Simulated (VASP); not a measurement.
A run of VASP 6.6.1 is set up as follows.

The input INCAR:

```
SYSTEM = MoW5
PREC     = Accurate       ! precision mode
ENCUT    = 520            ! plane-wave cutoff, eV
EDIFF    = 1E-6           ! SCF threshold, eV
ISMEAR   = 0              ! smearing method
SIGMA    = 0.1            ! smearing width, eV
LREAL    = .False.        ! projectors in reciprocal space
LASPH    = .True.         ! aspherical terms in the spheres
NELM     = 80             ! most SCF steps
ALGO     = Fast           ! electronic algorithm
ISIF     = 2              ! what is computed and relaxed
LWAVE    = .False.        ! write WAVECAR
LCHARG   = .False.        ! write CHGCAR
GGA      = PE             ! functional
NBANDS   = 51             ! bands
```

KPOINTS

```
regular mesh
0
Gamma
  12 12 4
  0 0 0
```

File POSCAR:

```
MoW5
1.0
    3.1798401000      0.0000000000      0.0000000000
    0.0000000000      3.1798401000      0.0000000000
    0.0000000000      0.0000000000      9.5417943000
Mo W
1 5
Direct
    0.5000000000      0.5000000000      0.5000000000
    0.0000000000      0.0000000000      0.6659340000
    0.5000000000      0.5000000000      0.8328580000
    0.0000000000      0.0000000000      0.0000000000
    0.5000000000      0.5000000000      0.1671420000
    0.0000000000      0.0000000000      0.3340660000
```

Potentials or basis: VASP PAW PBE potentials, release 64 (Mo_sv, W_sv).

Launch:

```sh
$ cat potpaw_PBE.64/Mo_sv/POTCAR potpaw_PBE.64/W_sv/POTCAR > POTCAR
$ mpirun -np 1 vasp_std > vasp.out
```

**Question.** Estimate the largest force.

**Answer.** 0.004 eV/Å.

**Question.** Predict the band gap on the k mesh.

**Answer.** Zero (band 42 reaches 12.17 eV, above the bottom of band 43 at 10.90 eV).

Forces on the atoms (eV/Å):
```
Mo   0.000  0.000  0.000
W    0.000  0.000 -0.004
W    0.000  0.000  0.003
W    0.000  0.000  0.000
W    0.000  0.000 -0.003
W    0.000  0.000  0.004
```

Caveat: spin-orbit coupling is left out, which moves the levels of the heavy elements.
